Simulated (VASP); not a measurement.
# MnO2 (P-3m1) in VASP: notebook, part 2 of 2

VASP 6.6.1. Earlier steps stand in the parts before.

## Step 4: Single point, PBEsol+D4, collinear spin, ferromagnetic start

This run uses another cell than the first one, of 10.43 Å³/atom, 1.007 times its volume.

Contents of INCAR:

```
PREC     = Accurate       # precision mode
ENCUT    = 520            # plane-wave cutoff, eV
EDIFF    = 1E-7           # SCF threshold, eV
ISMEAR   = -1             # smearing method
SIGMA    = 0.05           # smearing width, eV
LREAL    = False          # projectors in reciprocal space
LASPH    = True           # aspherical terms in the spheres
NELM     = 150            # most SCF steps
ALGO     = Normal         # electronic algorithm
ISIF     = 2              # what is computed and relaxed
LWAVE    = False          # write WAVECAR
LCHARG   = False          # write CHGCAR
ISPIN    = 2              # spin polarisation
MAGMOM   = 4 0 0          # initial moments
LORBIT   = 11             # projections on sites
LMAXMIX  = 4              # l up to which the mixer works
GGA      = PS             # functional
IVDW     = 13             # dispersion correction
NBANDS   = 24             # bands
```

Contents of KPOINTS:

```
regular mesh
0
Gamma
  11 11 6
```

Contents of POSCAR:

```
MnO2
1.0
    2.8347566520      0.0000000000      0.0000000000
   -1.4173783260      2.4549712742      0.0000000000
    0.0000000000      0.0000000000      4.4976642036
Mn O
1 2
Direct
    0.0000000000      0.0000000000      0.5000000000
    0.3333333333      0.6666666667      0.7110110804
    0.6666666667      0.3333333333      0.2889889196
```

Launch:

```sh
cat potpaw_PBE.64/Mn_pv/POTCAR potpaw_PBE.64/O/POTCAR > POTCAR
mpirun -np 1 vasp_std > vasp.out
```

Run time: 76 s. Hardware: 1 thread of AMD EPYC 9R45 (Zen 5), shared host; peak memory 0.2 GiB.

It converged, with:

- Free energy: -25.3642 eV
- Pressure: 1.0 GPa
- Largest force: 0.087 eV/Å
- Band gap on the k mesh: 0.62 eV, indirect (least direct gap 0.67 eV)
- Net moment: 3.00 μB per cell
- Site moments: Mn +2.82; O +0.05 μB
- Valence electrons inside the program's atomic spheres: Mn 11.82; O 4.99
- Dispersion energy per atom: -0.107 eV

Forces in eV/Å, atoms in the order of the input:
```
Mn   0.000  0.000  0.000
O    0.000  0.000  0.087
O    0.000  0.000 -0.087
```

Stress tensor (GPa, compression positive):
```
1.26 0.00 0.00
0.00 1.26 0.00
0.00 0.00 0.57
```

Levels at points of the mesh, in eV from the valence-band top:
Spin up:
| k point | band 11 | band 12 | band 13 | band 14 | band 15 | band 16 | band 17 | band 18 |
| --- | --- | --- | --- | --- | --- | --- | --- | --- |
| (0.00, 0.00, 0.00) | -1.55 | -1.55 | -1.25 | -0.42 | 2.82 | 2.82 | 7.11 | 10.21 |
| (0.00, 0.00, 0.50) | -2.48 | -1.61 | -1.61 | -0.06 | 2.89 | 2.89 | 9.22 | 9.51 |
Spin down:
```csv
k point,band 9,band 10,band 11,band 12,band 13,band 14
"(0.00, 0.00, 0.00)",-1.45,-1.45,-1.05,0.63,0.63,2.29
"(0.00, 0.00, 0.50)",-2.60,-1.51,-1.51,0.62,0.62,2.45
```

Caveat: the PAW data sets were made with another functional, which shifts forces and pressure a little; a cell with one magnetic atom can't hold antiferromagnetic order, which such compounds often take. As with any semilocal functional, this PBEsol gap is likely too small.

## Step 5: Single point, revPBE+D4, collinear spin, ferromagnetic start

This run uses another cell than the first one, of 10.48 Å³/atom, 1.012 times its volume.

Contents of INCAR:

```
  ALGO = Normal
  EDIFF = 1E-6
  ENCUT = 520
  GGA = RE
  ISIF = 2
  ISMEAR = -1
  ISPIN = 2
  IVDW = 13
  LASPH = True
  LCHARG = False
  LMAXMIX = 4
  LORBIT = 11
  LREAL = False
  LWAVE = False
  MAGMOM = 4 0 0
  NBANDS = 24
  NELM = 150
  PREC = Accurate
  SIGMA = 0.05
```

Contents of KPOINTS:

```
k-points
0
Gamma
  11 11 6
```

Contents of POSCAR:

```
MnO2
1.0
    2.8682927293      0.0000000000      0.0000000000
   -1.4341463647      2.4840143691      0.0000000000
    0.0000000000      0.0000000000      4.4130936247
Mn O
1 2
Direct
    0.0000000000      0.0000000000      0.5000000000
    0.3333333333      0.6666666667      0.7169302379
    0.6666666667      0.3333333333      0.2830697621
```

Launch:

```sh
cat potpaw_PBE.64/Mn_pv/POTCAR potpaw_PBE.64/O/POTCAR > POTCAR
mpirun -np 1 vasp_std > vasp.out
```

Wall time 76 s (1 thread of AMD EPYC 9R45 (Zen 5), shared host); peak memory 0.2 GiB.

Results (log left out):

```
Free energy                                           : -23.8848 eV
Pressure                                              : 1.1 GPa
Largest force                                         : 0.091 eV/Å
Band gap on the k mesh                                : 0.90 eV, indirect (least direct gap 0.98 eV)
Net moment                                            : 3.00 μB per cell
Site moments                                          : Mn +2.86; O +0.03 μB
Valence electrons inside the program's atomic spheres : Mn 11.71; O 5.00
Dispersion energy per atom                            : -0.376 eV
```

Forces on the atoms (eV/Å):
```
Mn   0.000  0.000  0.000
O    0.000  0.000  0.091
O    0.000  0.000 -0.091
```

Stress tensor (GPa, compression positive):
```
1.27 0.00 0.00
0.00 1.27 0.00
0.00 0.00 0.65
```

Levels at points of the mesh, in eV from the valence-band top:
Spin up:
```csv
k point,band 11,band 12,band 13,band 14,band 15,band 16,band 17,band 18
"(0.00, 0.00, 0.00)",-1.34,-1.34,-0.90,-0.45,2.80,2.80,7.39,10.48
"(0.00, 0.00, 0.50)",-2.44,-1.41,-1.41,-0.08,2.89,2.89,9.61,9.64
```
Spin down:
| k point | band 8 | band 9 | band 10 | band 11 | band 12 | band 13 | band 14 | band 15 |
| --- | --- | --- | --- | --- | --- | --- | --- | --- |
| (0.00, 0.00, 0.00) | -4.93 | -1.30 | -1.30 | -0.74 | 0.91 | 0.91 | 2.45 | 4.11 |
| (0.00, 0.00, 0.50) | -4.33 | -2.37 | -1.38 | -1.38 | 0.90 | 0.90 | 2.59 | 4.19 |

Caveat: the PAW data sets were made with another functional, which shifts forces and pressure a little; a cell with one magnetic atom can't hold antiferromagnetic order, which such compounds often take.

## Step 6: The runs side by side

| level | cell | gap on the mesh (eV) | pressure (GPa) | moment (μB) | largest force (eV/Å) |
| --- | --- | --- | --- | --- | --- |
| PBEsol+D3(BJ) | a = 2.833, b = 2.833, c = 4.470 Å, angles 90.0, 90.0, 120.0°, 3 atoms | 0.61 | 1.0 | 3.00 | 0.09 |
| BLYP+D4 | a = 2.888, b = 2.888, c = 4.348 Å, angles 90.0, 90.0, 120.0°, 3 atoms | 0.70 | 1.0 | 3.00 | 0.09 |
| PBEsol+D4 | a = 2.835, b = 2.835, c = 4.498 Å, angles 90.0, 90.0, 120.0°, 3 atoms | 0.62 | 1.0 | 3.00 | 0.09 |
| revPBE+D4 | a = 2.868, b = 2.868, c = 4.413 Å, angles 90.0, 90.0, 120.0°, 3 atoms | 0.90 | 1.1 | 3.00 | 0.09 |

Alike in all rows: task single point; potentials or basis VASP PAW PBE potentials, release 64 (Mn_pv, O); spin collinear, ferromagnetic start; k mesh 11 × 11 × 6; cutoff (eV) 520; smearing fermi-dirac 0.05 eV.

Caveats: the PAW data sets were made with another functional, which shifts forces and pressure a little; a cell with one magnetic atom can't hold antiferromagnetic order, which such compounds often take.

Absolute energies hang on the potentials; compare differences alone.
